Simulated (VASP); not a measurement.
# B (Fd-3m) in VASP: a series of runs

Runs on B. Level: PBEsol. Tasks: single point.

Everything below comes from runs of VASP 6.6.1. Logs are shortened: lines on timing, memory, paths and dates and some standing lists are left out, and cuts for length are marked.

## 1. The cell of the first run

Symmetry: Fd-3m, No. 227, cubic system. Conventional cell: a = 4.033 Å, b = 4.033 Å, c = 4.033 Å, α = 90.00°, β = 90.00°, γ = 90.00°. Within 2.3 Å of B (site symmetry -43m) lie 4 B at 1.75 Å.

## 2. Single point, PBEsol

INCAR

```
PREC = Accurate ; ENCUT = 520
EDIFF = 1E-7 ; ISMEAR = -1
SIGMA = 0.1 ; LREAL = False
LASPH = True ; NELM = 60
ALGO = Normal ; ISIF = 2
LWAVE = False ; LCHARG = False
GGA = PS ; NBANDS = 10
```

KPOINTS

```
regular mesh
0
Gamma
  13 13 13
```

POSCAR

```
B
1.0
    0.0000000000      2.0164698572      2.0164698572
    2.0164698572      0.0000000000      2.0164698572
    2.0164698572      2.0164698572      0.0000000000
B
2
Direct
    0.1250000000      0.1250000000      0.1250000000
    0.8750000000      0.8750000000      0.8750000000
```

Potentials or basis: VASP PAW PBE potentials, release 64 (B).

On the command line:

```bash
> cat potpaw_PBE.64/B/POTCAR > POTCAR
> mpirun -np 1 vasp_std > vasp.out
```

OUTCAR:

```text
PREC = Accurate
   ENCUT = 520
   EDIFF = 1E-7
   ISMEAR = -1
   LREAL = False
   LASPH = True
   NELM = 60
   ISIF = 2
   GGA = PS

 ion  position               nearest neighbor table
   1  0.125  0.125  0.125-   2 1.75   2 1.75   2 1.75   2 1.75
   2  0.875  0.875  0.875-   1 1.75   1 1.75   1 1.75   1 1.75

  LATTYP: Found a face centered cubic cell.
 ALAT       =     4.0329397144

  Lattice vectors:

 A1 = (   0.0000000000,   2.0164698572,   2.0164698572)
 A2 = (   2.0164698572,   0.0000000000,   2.0164698572)
 A3 = (   2.0164698572,   2.0164698572,   0.0000000000)

Analysis of symmetry for initial positions (statically):
=====================================================================
 Subroutine PRICEL returns:
 Original cell was already a primitive cell.

 Routine SETGRP: Setting up the symmetry group for a
 face centered cubic supercell.

 Subroutine GETGRP returns: Found 48 space group operations
 (whereof 12 operations were pure point group operations)
 out of a pool of 48 trial point group operations.

The static configuration has the point symmetry D_3d.
 The point group associated with its full space group is O_h .

Analysis of symmetry for dynamics (positions and initial velocities):
=====================================================================
 Subroutine PRICEL returns:
 Original cell was already a primitive cell.

 Routine SETGRP: Setting up the symmetry group for a
 face centered cubic supercell.

 Subroutine GETGRP returns: Found 48 space group operations
 (whereof 12 operations were pure point group operations)
 out of a pool of 48 trial point group operations.

The dynamic configuration has the point symmetry D_3d.
 The point group associated with its full space group is O_h .

 Subroutine INISYM returns: Found 48 space group operations
 (whereof 12 operations are pure point group operations),
 and found     1 'primitive' translations

----------------------------------------------------------------------------------------

                                     Primitive cell

  volume of cell :      16.3985

  direct lattice vectors                    reciprocal lattice vectors
     0.000000000  2.016469857  2.016469857    -0.247958083  0.247958083  0.247958083
     2.016469857  0.000000000  2.016469857     0.247958083 -0.247958083  0.247958083
     2.016469857  2.016469857  0.000000000     0.247958083  0.247958083 -0.247958083

  length of vectors
     2.851719020  2.851719020  2.851719020     0.429475998  0.429475998  0.429475998

  position of ions in fractional coordinates (direct lattice)
     0.125000000  0.125000000  0.125000000
     0.875000000  0.875000000  0.875000000

  ion indices of the primitive-cell ions
   primitive index   ion index
                 1           1
                 2           2

----------------------------------------------------------------------------------------

 KPOINTS: regular mesh

Automatic generation of k-mesh.
 Grid dimensions read from file:
 generate k-points for:   13   13   13

 Generating k-lattice:

  Cartesian coordinates                     Fractional coordinates (reciprocal lattice)
    -0.019073699  0.019073699  0.019073699     0.076923077  0.000000000  0.000000000
     0.019073699 -0.019073699  0.019073699     0.000000000  0.076923077  0.000000000
     0.019073699  0.019073699 -0.019073699     0.000000000  0.000000000  0.076923077

  Length of vectors
     0.033036615  0.033036615  0.033036615

  Shift w.r.t. Gamma in fractional coordinates (k-lattice)
     0.000000000  0.000000000  0.000000000

 Subroutine IBZKPT returns following result:
 ===========================================

 Found     84 irreducible k-points:

 Following reciprocal coordinates:
            Coordinates               Weight
  0.000000  0.000000  0.000000      1.000000
  0.076923  0.000000  0.000000      8.000000
  0.153846  0.000000  0.000000      8.000000
  0.230769  0.000000  0.000000      8.000000
  0.307692  0.000000  0.000000      8.000000
  0.384615  0.000000  0.000000      8.000000
[... 16 lines left out ...]
  0.384615  0.153846  0.000000     24.000000
  0.461538  0.153846  0.000000     24.000000
 [... further k-points ...]
   k-points           NKPTS =     84   k-points in BZ     NKDIM =     84   number of bands    NBANDS=     10
   number of dos      NEDOS =    301   number of ions     NIONS =      2
   total plane-waves  NPLWV =  13824
   dimension x,y,z NGX =    24 NGY =   24 NGZ =   24
   dimension x,y,z NGXF=    48 NGYF=   48 NGZF=   48
   ions per type =               2
   NGX,Y,Z   is equivalent  to a cutoff of  13.99, 13.99, 13.99 a.u.
   NGXF,Y,Z  is equivalent  to a cutoff of  27.98, 27.98, 27.98 a.u.
 SYSTEM =  unknown system
   PREC   = accura    normal or accurate (medium, high low for compatibility)
   ISTART =      0    job   : 0-new  1-cont  2-samecut
   ICHARG =      2    charge: 1-file 2-atom 10-const
   ISPIN  =      1    spin polarized calculation?
   LNONCOLLINEAR =      F non collinear calculations
   LSORBIT =      F    spin-orbit coupling
   LASPH  =      T    aspherical Exc in radial PAW
   ENCUT  =  520.0 eV  38.22 Ry    6.18 a.u.   5.30  5.30  5.30*2*pi/ulx,y,z
   NELM   =     60;   NELMIN=  2; NELMDL= -5     # of ELM steps
   EDIFF  = 0.1E-06   stopping-criterion for ELM
   LREAL  =      F    real-space projection
   EDIFFG = 0.1E-05   stopping-criterion for IOM
   NSW    =      0    number of steps for IOM
   IBRION =     -1    ionic relax: 0-MD 1-quasi-New 2-CG
   NFREE  =      0    steps in history (QN), initial steepest desc. (CG)
   ISIF   =      2    stress and relaxation
   ISYM   =      2    0-nonsym 1-usesym 2-fastsym
   POTIM  = 0.5000    time-step for ionic-motion
   TEBEG  =    0.0;   TEEND  =   0.0 temperature during run
   PSTRESS=    0.0 pullay stress
   NELECT =       6.0000    total number of electrons
   NUPDOWN=      -1.0000    fix difference up-down
   EMIN   =  10.00;   EMAX   =-10.00  energy-range for DOS
   EFERMI =   0.00;   METHOD = LEGACY
   ISMEAR =    -1;   SIGMA  =   0.10  broadening in eV -4-tet -1-fermi 0-gaus
   EFERMI_NEDOS =   21; number of points for ismear=-14 and -15
   IALGO  =     38    algorithm
   IMIX   =      4    mixing-type and parameters
     AMIX     =   0.40;   BMIX     =  1.00
     AMIX_MAG =   1.60;   BMIX_MAG =  1.00
  volume/ion in A,a.u.               =       8.20        55.33
  Fermi-wavevector in a.u.,A,eV,Ry     =   1.170910  2.212699 18.653999  1.371030
  Thomas-Fermi vector in A             =   2.307362
   LORBIT       =      0    0 simple, 1 ext, 2 COOP (PROOUT), +10 PAW based schemes
   GGA     = PS    functional components
   LHFCALC =     F    Hartree Fock is set to
   AEXX    =    0.0000 exact exchange contribution
   IVDW    =     0    specifies the selected vdW correction
   LEPSILON=     F    determine dielectric tensor
   LRPA    =     F    only Hartree local field effects (RPA)
 non-spin polarized calculation
  energy-cutoff  :      520.00
  volume of cell :       16.40
 maximum number of plane-waves:       459
 NGX is ok and might be reduce to    24
   NGX = 11   NGY = 11   NGZ = 11

 number of electron       6.0000000 magnetization

 Free energy of the ion-electron system (eV)
  ---------------------------------------------------
  ext. energy  EPLUGINS =         0.00000000
  ---------------------------------------------------
  free energy    TOTEN  =       -12.14820052 eV

  energy without entropy =      -12.12232137  energy(sigma->0) =      -12.13526095

 E-fermi :   3.8447     XC(G=0): -11.3552

 val. band max:        3.8397774271   @ k =  -0.4615   0.1538   0.0000
 cond. band min:       3.8743135928   @ k =   0.3846   0.2308   0.0000
 fundamental gap:      0.0345361658
 Fermi energy:         3.8446610097

 k-point     1 :       0.0000    0.0000    0.0000
  band No.  band energies     occupation
      1      -9.1514      2.00000
      2       7.9395      0.00000
      3       7.9395      0.00000
      4       7.9395      0.00000
      5      12.0716      0.00000
      6      12.0716      0.00000
      7      12.0716      0.00000
      8      20.6528      0.00000
      9      22.6183      0.00000
     10      26.9569      0.00000

 k-point     2 :       0.0769    0.0000    0.0000
  band No.  band energies     occupation
      1      -9.0218      2.00000
      2       7.0184      0.00000
      3       7.6867      0.00000
      4       7.6867      0.00000
      5      12.4033      0.00000
      6      12.4033      0.00000
      7      12.6966      0.00000
      8      20.6017      0.00000
      9      22.8499      0.00000
     10      25.3414      0.00000

 k-point     3 :       0.1538    0.0000    0.0000
  band No.  band energies     occupation
      1      -8.6340      2.00000
      2       5.1366      0.00000
      3       7.1368      0.00000
      4       7.1368      0.00000
      5      13.1226      0.00000
      6      13.1226      0.00000
      7      13.7425      0.00000
      8      20.4557      0.00000
      9      23.3780      0.00000
     10      24.0730      0.00000

 k-point     4 :       0.2308    0.0000    0.0000
  band No.  band energies     occupation
      1      -7.9902      2.00000
      2       3.0246      1.99945
      3       6.5612      0.00000
      4       6.5612      0.00000
      5      13.7832      0.00000
      6      13.7832      0.00000
      7      14.6247      0.00000
      8      20.2315      0.00000
      9      23.6703      0.00000
     10      23.6703      0.00000
[... 222 lines left out ...]
 k-point    22 :       0.3077    0.1538    0.0000
  band No.  band energies     occupation
      1      -7.2651      2.00000
      2       2.5347      2.00000
      3       4.8233      0.00011
      4       5.5635      0.00000
      5      12.3391      0.00000
      6      16.2488      0.00000
      7      16.2745      0.00000
      8      17.1675      0.00000
      9      24.3756      0.00000
     10      24.9464      0.00000

 k-point    23 :       0.3846    0.1538    0.0000
  band No.  band energies     occupation
      1      -6.2949      2.00000
      2       0.5781      2.00000
      3       4.5891      0.00117
      4       4.9022      0.00005
      5      12.7641      0.00000
      6      16.3583      0.00000
      7      16.6529      0.00000
      8      17.8278      0.00000
      9      24.1627      0.00000
     10      25.8450      0.00000

 k-point    24 :       0.4615    0.1538    0.0000
  band No.  band energies     occupation
      1      -5.0999      2.00000
      2      -1.2733      2.00000
      3       4.3014      0.02055
      4       4.5727      0.00138
      5      12.9753      0.00000
      6      16.1218      0.00000
      7      17.1314      0.00000
      8      18.8591      0.00000
      9      23.7140      0.00000
     10      26.9637      0.00000

 [... further k-points ...]
[... 5 lines left out ...]
  --------------------------------------------------------------------------------------
  -------------------------------------------------------------------------------------
  Total        0.0225512      0.0225512      0.0225512      0.0000000      0.0000000      0.0000000
  in kB        2.2033113      2.2033113      2.2033113      0.0000000      0.0000000      0.0000000
  external PRESSURE =       2.2033113 kB  Pullay stress =       0.0000000 kB

 VOLUME and BASIS-vectors are now :
 -----------------------------------------------------------------------------
  energy-cutoff  :      520.00
  volume of cell :       16.40
      direct lattice vectors                 reciprocal lattice vectors
     0.000000000  2.016469857  2.016469857    -0.247958083  0.247958083  0.247958083
     2.016469857  0.000000000  2.016469857     0.247958083 -0.247958083  0.247958083
     2.016469857  2.016469857  0.000000000     0.247958083  0.247958083 -0.247958083

 POSITION                                       TOTAL-FORCE (eV/Angst)
 -----------------------------------------------------------------------------------
      0.50412      0.50412      0.50412        -0.000000      0.000000      0.000000
      3.52882      3.52882      3.52882         0.000000     -0.000000     -0.000000
 -----------------------------------------------------------------------------------
    total drift:                                0.000000      0.000000      0.000000

  FREE ENERGIE OF THE ION-ELECTRON SYSTEM (eV)
  ---------------------------------------------------
  free  energy   TOTEN  =       -12.1482005166 eV

  energy  without entropy=      -12.1223213737  energy(sigma->0) =      -12.13526095
```

It took 5.2 s on 1 thread of Intel Xeon 6975P-C (Granite Rapids), shared host; peak memory 0.13 GiB.

Results:

```
Free energy            : -12.1482 eV
Pressure               : 0.2 GPa
Band gap on the k mesh : zero (band 3 reaches 7.94 eV, above the bottom of band 4 at 1.18 eV)
```

Caveat: the PAW data sets were made with another functional, which shifts forces and pressure a little.

## 3. Single point, PBEsol (volume scaled by 0.88)

INCAR

```
SYSTEM = B
PREC = Accurate
ENCUT = 520
EDIFF = 1E-6
ISMEAR = -1
SIGMA = 0.1
LREAL = .FALSE.
LASPH = .TRUE.
NELM = 80
ALGO = Normal
ISIF = 2
LWAVE = .FALSE.
LCHARG = .FALSE.
GGA = PS
NBANDS = 10
```

KPOINTS

```
Automatic mesh
0
G
  15 15 15
  0 0 0
```

POSCAR

```
B
1.0
    0.0000000000      1.9323507430      1.9323507430
    1.9323507430      0.0000000000      1.9323507430
    1.9323507430      1.9323507430      0.0000000000
B
2
Direct
    0.1250000000      0.1250000000      0.1250000000
    0.8750000000      0.8750000000      0.8750000000
```

Potentials or basis: VASP PAW PBE potentials, release 64 (B).

On the command line:

```bash
> cat potpaw_PBE.64/B/POTCAR > POTCAR
> mpirun -np 1 vasp_std > vasp.out
```

Run time: 5.7 s. Hardware: 1 thread of Intel Xeon 6975P-C (Granite Rapids), shared host; peak memory 0.12 GiB.

It converged, with:

* Free energy: -11.9776 eV
* Pressure: 29.5 GPa
* Band gap on the k mesh: zero (band 3 reaches 9.43 eV, above the bottom of band 4 at 1.72 eV)

Levels at points of the mesh, in eV from the Fermi level:
```csv
k point,band 1,band 2,band 3,band 4,band 5,band 6,band 7
"(0.00, 0.00, 0.00)",-13.95,4.56,4.56,4.56,8.92,8.92,8.92
```

Caveat: the PAW data sets were made with another functional, which shifts forces and pressure a little.

## 4. Single point, PBEsol (volume scaled by 0.92)

INCAR

```
SYSTEM = B
  PREC = Accurate
  ENCUT = 520
  EDIFF = 1E-7
  ISMEAR = -1
  SIGMA = 0.1
  LREAL = .FALSE.
  LASPH = .TRUE.
  NELM = 80
  ALGO = Normal
  ISIF = 2
  LWAVE = .FALSE.
  LCHARG = .FALSE.
  GGA = PS
  NBANDS = 10
```

KPOINTS is that of step 3.

POSCAR

```
B
1.0
    0.0000000000      1.9611960515      1.9611960515
    1.9611960515      0.0000000000      1.9611960515
    1.9611960515      1.9611960515      0.0000000000
B
2
Direct
    0.1250000000      0.1250000000      0.1250000000
    0.8750000000      0.8750000000      0.8750000000
```

On the command line:

```bash
> cat potpaw_PBE.64/B/POTCAR > POTCAR
> mpirun -np 1 vasp_std > vasp.out
```

Run time: 6.5 s. Hardware: 1 thread of Intel Xeon 6975P-C (Granite Rapids), shared host; peak memory 0.13 GiB.

Results (log left out):

* Free energy: -12.0743 eV
* Pressure: 17.9 GPa
* Band gap on the k mesh: zero (band 3 reaches 8.90 eV, above the bottom of band 4 at 1.51 eV)

Levels at points of the mesh, in eV from the Fermi level:
```
           k point  band 1  band 2  band 3  band 4  band 5  band 6  band 7  band 8
(0.00, 0.00, 0.00)  -13.61    4.39    4.39    4.39    8.68    8.68    8.68   18.53
```

Caveat: the PAW data sets were made with another functional, which shifts forces and pressure a little.

## 5. The runs side by side

```tsv
cell	k mesh	gap on the mesh (eV)	pressure (GPa)
a = 2.852 Å, angles 60.0°, 2 atoms	13 × 13 × 13	none	0.2
a = 2.733 Å, angles 60.0°, 2 atoms	15 × 15 × 15	none	29.5
a = 2.774 Å, angles 60.0°, 2 atoms	15 × 15 × 15	none	17.9
```

Alike in all rows: task single point; level PBEsol; potentials or basis VASP PAW PBE potentials, release 64 (B); no spin polarisation; cutoff (eV) 520; smearing fermi-dirac 0.1 eV.

Caveats: the PAW data sets were made with another functional, which shifts forces and pressure a little.

Total energies depend on the potentials used, so only differences within one code and one set of settings carry meaning.
